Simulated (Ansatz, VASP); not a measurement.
## Two plane-wave programs on Zr

The input INCAR:

```
SYSTEM = Zr
ALGO = Normal ; EDIFF = 1E-6
ENCUT = 520 ; GGA = CA
ISIF = 2 ; ISMEAR = -1
LASPH = .True. ; LCHARG = .False.
LREAL = .False. ; LWAVE = .False.
NBANDS = 12 ; NELM = 100
PREC = Accurate ; SIGMA = 0.1
```

KPOINTS

```
k-points
0
Gamma
  21 21 21
  0 0 0
```

Contents of POSCAR:

```
Zr
1.0
   -1.7667524520      1.7667524520      1.7667524520
    1.7667524520     -1.7667524520      1.7667524520
    1.7667524520      1.7667524520     -1.7667524520
Zr
1
Direct
    0.0000000000      0.0000000000      0.0000000000
```

Input for Ansatz:

```yaml
crystal:
  lattice:
    - [-1.766752452, 1.766752452, 1.766752452]
    - [1.766752452, -1.766752452, 1.766752452]
    - [1.766752452, 1.766752452, -1.766752452]
  atoms:
    - { symbol: Zr, position: [0.0, 0.0, 0.0] }
hamiltonian:
  xc: lda
  pseudopotentials:
    kind: paw
    azcp:
      Zr: "pseudopotentials/Zr.paw.azcp"
basis:
  ecutwfc: 420
  fft_grid_basis: typed
kpoints:
  mp_grid: { grid: [21, 21, 21], shift: [0, 0, 0] }
magnetization:
  spin_polarized: false
scf:
  occupations: { method: fermi_dirac, width: 0.1 }
output:
  stress: true
```

Alike in both runs: task single point; functional LDA; k mesh 21 × 21 × 21; occupations fermi-dirac, width 0.1 eV; no spin polarisation.

|  | VASP | Ansatz |
| --- | --- | --- |
| version | VASP 6.6.1 | Ansatz 0.2.0 |
| potentials or method | VASP PAW LDA potentials, release 64 (Zr_sv), cutoff 520 eV | plane waves (420 eV) with PAW, scalar-relativistic |
| valence electrons in the cell | 12 | 12 |

|  | VASP | Ansatz | Ansatz less VASP |
| --- | --- | --- | --- |
| pressure (GPa) | -3.7 | -3.8 | -0.09 |

Ansatz warns that its potentials were made for another functional, while VASP's fit it. LDA's correlation is that of Perdew and Zunger in VASP and of Perdew and Wang (1992) in Ansatz.
